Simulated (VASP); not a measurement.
# Ru (P6_3/mmc) in VASP: notebook

The runs below take Ru through single point, with BLYP.

Everything below comes from runs of VASP 6.6.1. Logs are shortened: lines on timing, memory, paths and dates and some standing lists are left out, and cuts for length are marked.

**1. The cell of the first run**

The structure is hexagonal, space group P6_3/mmc (No. 194). The conventional cell has a = 2.731 Å, b = 2.731 Å, c = 4.290 Å, α = 90.00°, β = 90.00°, γ = 120.00°. Ru (site symmetry -6m2) has 12 Ru at 2.66 to 2.73 Å within 3.5 Å.

**2. Single point, BLYP (volume scaled by 0.96)**

File INCAR:

```
  PREC = Accurate
  ENCUT = 520
  EDIFF = 1E-7
  ISMEAR = -1
  SIGMA = 0.1
  LREAL = False
  LASPH = True
  NELM = 80
  ALGO = Normal
  ISIF = 2
  LWAVE = False
  LCHARG = True
  GGA = B5
  ALDAX = 1.0
  AGGAX = 1.0
  AGGAC = 1.0
  ALDAC = 0.0
  LELF = True
  LVHAR = True
  NBANDS = 21
```

File KPOINTS:

```
Automatic mesh
0
Gamma
  21 21 12
```

File POSCAR:

```
Ru
1.0
    2.7309169698      0.0000000000      0.0000000000
   -1.3654584849      2.3650434715      0.0000000000
    0.0000000000      0.0000000000      4.2895067943
Ru
2
Direct
    0.3333333333      0.6666666667      0.2500000000
    0.6666666667      0.3333333333      0.7500000000
```

Potentials or basis: VASP PAW PBE potentials, release 64 (Ru_pv).

Command:

```bash
> cat potpaw_PBE.64/Ru_pv/POTCAR > POTCAR
> mpirun -np 1 vasp_std > vasp.out
```

OUTCAR:

```text
PREC = Accurate
   ENCUT = 520
   EDIFF = 1E-7
   ISMEAR = -1
   LREAL = False
   LASPH = True
   NELM = 80
   ISIF = 2
   GGA = B5

 ion  position               nearest neighbor table
   1  0.333  0.667  0.250-   2 2.66   2 2.66   2 2.66   2 2.66   2 2.66   2 2.66
   2  0.667  0.333  0.750-   1 2.66   1 2.66   1 2.66   1 2.66   1 2.66   1 2.66

  LATTYP: Found a hexagonal cell.
 ALAT       =     2.7309169698
 C/A-ratio  =     1.5707203264

  Lattice vectors:

 A1 = (   2.7309169698,   0.0000000000,   0.0000000000)
 A2 = (  -1.3654584849,   2.3650434715,   0.0000000000)
 A3 = (   0.0000000000,   0.0000000000,   4.2895067943)

Analysis of symmetry for initial positions (statically):
=====================================================================
 Subroutine PRICEL returns:
 Original cell was already a primitive cell.

 Routine SETGRP: Setting up the symmetry group for a
 hexagonal supercell.

 Subroutine GETGRP returns: Found 24 space group operations
 (whereof 12 operations were pure point group operations)
 out of a pool of 24 trial point group operations.

The static configuration has the point symmetry D_3d.
 The point group associated with its full space group is D_6h.

Analysis of symmetry for dynamics (positions and initial velocities):
=====================================================================
 Subroutine PRICEL returns:
 Original cell was already a primitive cell.

 Routine SETGRP: Setting up the symmetry group for a
 hexagonal supercell.

 Subroutine GETGRP returns: Found 24 space group operations
 (whereof 12 operations were pure point group operations)
 out of a pool of 24 trial point group operations.

The dynamic configuration has the point symmetry D_3d.
 The point group associated with its full space group is D_6h.

 Subroutine INISYM returns: Found 24 space group operations
 (whereof 12 operations are pure point group operations),
 and found     1 'primitive' translations

----------------------------------------------------------------------------------------

                                     Primitive cell

  volume of cell :      27.7048

  direct lattice vectors                    reciprocal lattice vectors
     2.730916970  0.000000000  0.000000000     0.366177372  0.211412604  0.000000000
    -1.365458485  2.365043471  0.000000000     0.000000000  0.422825209  0.000000000
     0.000000000  0.000000000  4.289506794     0.000000000  0.000000000  0.233127035

  length of vectors
     2.730916970  2.730916970  4.289506794     0.422825209  0.422825209  0.233127035

  position of ions in fractional coordinates (direct lattice)
     0.333333333  0.666666667  0.250000000
     0.666666667  0.333333333  0.750000000

  ion indices of the primitive-cell ions
   primitive index   ion index
                 1           1
                 2           2

----------------------------------------------------------------------------------------

 KPOINTS: Automatic mesh

Automatic generation of k-mesh.
 Grid dimensions read from file:
 generate k-points for:   21   21   12

 Generating k-lattice:

  Cartesian coordinates                     Fractional coordinates (reciprocal lattice)
     0.017437018  0.010067267  0.000000000     0.047619048 -0.000000000  0.000000000
     0.000000000  0.020134534  0.000000000     0.000000000  0.047619048  0.000000000
     0.000000000  0.000000000  0.019427253     0.000000000  0.000000000  0.083333333

  Length of vectors
     0.020134534  0.020134534  0.019427253

  Shift w.r.t. Gamma in fractional coordinates (k-lattice)
     0.000000000  0.000000000  0.000000000

 Subroutine IBZKPT returns following result:
 ===========================================

 Found    336 irreducible k-points:

 Following reciprocal coordinates:
            Coordinates               Weight
  0.000000  0.000000  0.000000      1.000000
  0.047619  0.000000  0.000000      6.000000
  0.095238  0.000000  0.000000      6.000000
  0.142857  0.000000  0.000000      6.000000
  0.190476  0.000000  0.000000      6.000000
  0.238095  0.000000  0.000000      6.000000
[... 16 lines left out ...]
  0.142857  0.095238  0.000000     12.000000
  0.190476  0.095238  0.000000     12.000000
 [... further k-points ...]
   k-points           NKPTS =    336   k-points in BZ     NKDIM =    336   number of bands    NBANDS=     21
   number of dos      NEDOS =    301   number of ions     NIONS =      2
   total plane-waves  NPLWV =  12800
   dimension x,y,z NGX =    20 NGY =   20 NGZ =   32
   dimension x,y,z NGXF=    40 NGYF=   40 NGZF=   64
   ions per type =               2
   NGX,Y,Z   is equivalent  to a cutoff of  12.18, 12.18, 12.40 a.u.
   NGXF,Y,Z  is equivalent  to a cutoff of  24.35, 24.35, 24.80 a.u.
 SYSTEM =  unknown system
   PREC   = accura    normal or accurate (medium, high low for compatibility)
   ISTART =      0    job   : 0-new  1-cont  2-samecut
   ICHARG =      2    charge: 1-file 2-atom 10-const
   ISPIN  =      1    spin polarized calculation?
   LNONCOLLINEAR =      F non collinear calculations
   LSORBIT =      F    spin-orbit coupling
   LASPH  =      T    aspherical Exc in radial PAW
   ENCUT  =  520.0 eV  38.22 Ry    6.18 a.u.   5.08  5.08  7.98*2*pi/ulx,y,z
   NELM   =     80;   NELMIN=  2; NELMDL= -5     # of ELM steps
   EDIFF  = 0.1E-06   stopping-criterion for ELM
   LREAL  =      F    real-space projection
   EDIFFG = 0.1E-05   stopping-criterion for IOM
   NSW    =      0    number of steps for IOM
   IBRION =     -1    ionic relax: 0-MD 1-quasi-New 2-CG
   NFREE  =      0    steps in history (QN), initial steepest desc. (CG)
   ISIF   =      2    stress and relaxation
   ISYM   =      2    0-nonsym 1-usesym 2-fastsym
   POTIM  = 0.5000    time-step for ionic-motion
   TEBEG  =    0.0;   TEEND  =   0.0 temperature during run
   PSTRESS=    0.0 pullay stress
   NELECT =      28.0000    total number of electrons
   NUPDOWN=      -1.0000    fix difference up-down
   EMIN   =  10.00;   EMAX   =-10.00  energy-range for DOS
   EFERMI =   0.00;   METHOD = LEGACY
   ISMEAR =    -1;   SIGMA  =   0.10  broadening in eV -4-tet -1-fermi 0-gaus
   EFERMI_NEDOS =   21; number of points for ismear=-14 and -15
   IALGO  =     38    algorithm
   IMIX   =      4    mixing-type and parameters
     AMIX     =   0.40;   BMIX     =  1.00
     AMIX_MAG =   1.60;   BMIX_MAG =  1.00
  volume/ion in A,a.u.               =      13.85        93.48
  Fermi-wavevector in a.u.,A,eV,Ry     =   1.642893  3.104617 36.723433  2.699096
  Thomas-Fermi vector in A             =   2.733119
   LORBIT       =      0    0 simple, 1 ext, 2 COOP (PROOUT), +10 PAW based schemes
   GGA     = B5    functional components
   LHFCALC =     F    Hartree Fock is set to
   AEXX    =    0.0000 exact exchange contribution
   IVDW    =     0    specifies the selected vdW correction
   LEPSILON=     F    determine dielectric tensor
   LRPA    =     F    only Hartree local field effects (RPA)
 non-spin polarized calculation
  energy-cutoff  :      520.00
  volume of cell :       27.70
 maximum number of plane-waves:       762
   NGX = 11   NGY = 11   NGZ = 15

 number of electron      28.0000011 magnetization

 Free energy of the ion-electron system (eV)
  ---------------------------------------------------
  ext. energy  EPLUGINS =         0.00000000
  ---------------------------------------------------
  free energy    TOTEN  =       -15.83194018 eV

  energy without entropy =      -15.77431095  energy(sigma->0) =      -15.80312556

 E-fermi :  13.0288     XC(G=0): -13.3268

 val. band max:       13.0285277154   @ k =   0.2857   0.1905   0.2500
 cond. band min:      13.0296818646   @ k =   0.2857   0.1429   0.0000
 fundamental gap:      0.0011541492
 Fermi energy:        13.0288219181

 k-point     1 :       0.0000    0.0000    0.0000
  band No.  band energies     occupation
      1     -30.4338      2.00000
      2     -29.5502      2.00000
      3     -29.5502      2.00000
      4     -29.3818      2.00000
      5     -29.3818      2.00000
      6     -29.3357      2.00000
[... 13 lines left out ...]
     20      23.1631      0.00000
     21      23.3425      0.00000

 k-point     2 :       0.0476    0.0000    0.0000
  band No.  band energies     occupation
      1     -30.4265      2.00000
      2     -29.5654      2.00000
      3     -29.5555      2.00000
      4     -29.3978      2.00000
      5     -29.3838      2.00000
      6     -29.3393      2.00000
[... 13 lines left out ...]
     20      23.1632      0.00000
     21      23.3347      0.00000

 k-point     3 :       0.0952    0.0000    0.0000
  band No.  band energies     occupation
      1     -30.4048      2.00000
      2     -29.6098      2.00000
      3     -29.5706      2.00000
      4     -29.4441      2.00000
      5     -29.3899      2.00000
      6     -29.3499      2.00000
[... 13 lines left out ...]
     20      23.1632      0.00000
     21      23.3116      0.00000

 k-point     4 :       0.1429    0.0000    0.0000
  band No.  band energies     occupation
      1     -30.3697      2.00000
      2     -29.6793      2.00000
      3     -29.5939      2.00000
      4     -29.5157      2.00000
      5     -29.3998      2.00000
      6     -29.3677      2.00000
[... 13 lines left out ...]
     20      23.1631      0.00000
     21      23.2775      0.00000

 k-point     5 :       0.1905    0.0000    0.0000
  band No.  band energies     occupation
      1     -30.3227      2.00000
      2     -29.7680      2.00000
      3     -29.6227      2.00000
      4     -29.6053      2.00000
      5     -29.4130      2.00000
      6     -29.3926      2.00000
[... 13 lines left out ...]
     20      23.1630      0.00000
     21      23.2434      0.00000
[... 382 lines left out ...]
     20      23.1592      0.00000
     21      24.1053      0.00000

 k-point    22 :       0.0952    0.0952    0.0000
  band No.  band energies     occupation
      1     -30.3491      2.00000
      2     -29.7048      2.00000
      3     -29.6389      2.00000
      4     -29.5278      2.00000
      5     -29.4153      2.00000
      6     -29.3784      2.00000
[... 13 lines left out ...]
     20      23.1631      0.00000
     21      23.2629      0.00000

 k-point    23 :       0.1429    0.0952    0.0000
  band No.  band energies     occupation
      1     -30.3031      2.00000
      2     -29.7794      2.00000
      3     -29.7049      2.00000
      4     -29.5772      2.00000
      5     -29.4355      2.00000
      6     -29.4033      2.00000
[... 13 lines left out ...]
     20      23.1629      0.00000
     21      23.2377      0.00000

 k-point    24 :       0.1905    0.0952    0.0000
  band No.  band energies     occupation
      1     -30.2475      2.00000
      2     -29.8693      2.00000
      3     -29.7771      2.00000
      4     -29.6286      2.00000
      5     -29.4566      2.00000
      6     -29.4350      2.00000
[... 13 lines left out ...]
     20      23.1627      0.00000
     21      23.2206      0.00000

 [... further k-points ...]

------------------------ aborting loop because EDIFF is reached ----------------------------------------

  FORCE on cell =-STRESS in cart. coord.  units (eV):
  Direction    XX          YY          ZZ          XY          YZ          ZX
  --------------------------------------------------------------------------------------
  -------------------------------------------------------------------------------------
  Total        2.1354744      2.1354744      2.4268553      0.0000000      0.0000000      0.0000000
  in kB      123.4951709    123.4951709    140.3458193      0.0000000      0.0000000      0.0000000
  external PRESSURE =     129.1120537 kB  Pullay stress =       0.0000000 kB

 VOLUME and BASIS-vectors are now :
 -----------------------------------------------------------------------------
  energy-cutoff  :      520.00
  volume of cell :       27.70
      direct lattice vectors                 reciprocal lattice vectors
     2.730916970  0.000000000  0.000000000     0.366177372  0.211412604  0.000000000
    -1.365458485  2.365043471  0.000000000     0.000000000  0.422825209  0.000000000
     0.000000000  0.000000000  4.289506794     0.000000000  0.000000000  0.233127035

 POSITION                                       TOTAL-FORCE (eV/Angst)
 -----------------------------------------------------------------------------------
     -0.00000      1.57670      1.07238        -0.000000      0.000000      0.000000
      1.36546      0.78835      3.21713         0.000000     -0.000000      0.000000
 -----------------------------------------------------------------------------------
    total drift:                               -0.000000      0.000000     -0.000000

  FREE ENERGIE OF THE ION-ELECTRON SYSTEM (eV)
  ---------------------------------------------------
  free  energy   TOTEN  =       -15.8319401754 eV

  energy  without entropy=      -15.7743109542  energy(sigma->0) =      -15.80312556
```

Run time: 77 s. Hardware: 1 thread of Intel Xeon 6975P-C (Granite Rapids), shared host; peak memory 0.26 GiB.

What came out:

* Free energy: -15.8319 eV
* Pressure: 12.9 GPa
* Band gap on the k mesh: zero (band 14 reaches 14.48 eV, above the bottom of band 15 at 11.40 eV)

Caveat: the cell differs from its parent crystal (volume scaled by 0.96); the PAW data sets were made with another functional, which shifts forces and pressure a little.

**3. Single point, BLYP**

This run uses another cell than the first one, of 14.43 Å³/atom, 1.042 times its volume.

File INCAR:

```
PREC = Accurate
ENCUT = 520
EDIFF = 1E-6
ISMEAR = -1
SIGMA = 0.1
LREAL = False
LASPH = True
NELM = 80
ALGO = Normal
ISIF = 2
LWAVE = False
LCHARG = False
GGA = B5
ALDAX = 1.0
AGGAX = 1.0
AGGAC = 1.0
ALDAC = 0.0
NBANDS = 21
```

KPOINTS is that of step 2.

File POSCAR:

```
Ru
1.0
    2.7683314406      0.0000000000      0.0000000000
   -1.3841657203      2.3974453537      0.0000000000
    0.0000000000      0.0000000000      4.3482744640
Ru
2
Direct
    0.3333333333      0.6666666667      0.2500000000
    0.6666666667      0.3333333333      0.7500000000
```

Potentials or basis: VASP PAW PBE potentials, release 64 (Ru_pv).

Command:

```bash
> cat potpaw_PBE.64/Ru_pv/POTCAR > POTCAR
> mpirun -np 1 vasp_std > vasp.out
```

Wall time 64 s (1 thread of Intel Xeon 6975P-C (Granite Rapids), shared host); peak memory 0.27 GiB.

It converged, with:

```
Free energy            : -15.8800 eV
Pressure               : 0.7 GPa
Band gap on the k mesh : zero (band 14 reaches 13.66 eV, above the bottom of band 15 at 10.77 eV)
```

Stress tensor (GPa, compression positive):
```
0.43 0.00 0.00
0.00 0.43 0.00
0.00 0.00 1.11
```

Levels at points of the mesh, in eV from the Fermi level:
```
           k point  band 10  band 11  band 12  band 13  band 14  band 15  band 16  band 17  band 18  band 19
(0.00, 0.00, 0.00)    -2.39    -2.17    -1.77    -1.77    -1.36    -1.36     1.05     1.05     1.61     9.71
(0.00, 0.00, 0.50)    -2.56    -2.56    -2.56    -2.41    -2.41     0.45     0.45     0.45     0.45    10.18
```

Caveat: the PAW data sets were made with another functional, which shifts forces and pressure a little.

(Continued in part 2 of 2.)
